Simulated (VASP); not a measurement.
Runs of VASP 6.6.1 on NaH. The structure is that of space group Pm-3m (No. 221), or close to it. The cells are those of the table. 

| cell | gap on the mesh (eV) | pressure (GPa) |
| --- | --- | --- |
| a = 2.994 Å, 2 atoms | 1.60 | -1.7 |
| a = 2.955 Å, 2 atoms | 1.60 | (b) |
| a = 2.915 Å, 2 atoms | 1.60 | (a) |
| a = 2.975 Å, 2 atoms | 1.60 | -1.3 |
| a = 2.895 Å, 2 atoms | 1.61 | 1.0 |

Alike in all rows: task single point; level r2SCAN; potentials or basis VASP PAW PBE potentials, release 64 (Na_pv, H); no spin polarisation; k mesh 6 × 6 × 6; cutoff (eV) 520; smearing gaussian 0.01 eV.

Task: Fill in the values left out.

Result: (a) 0.3; (b) -0.9.

Caveats: the PAW data sets were made with another functional, which shifts forces and pressure a little.

A k mesh can miss the band edges.
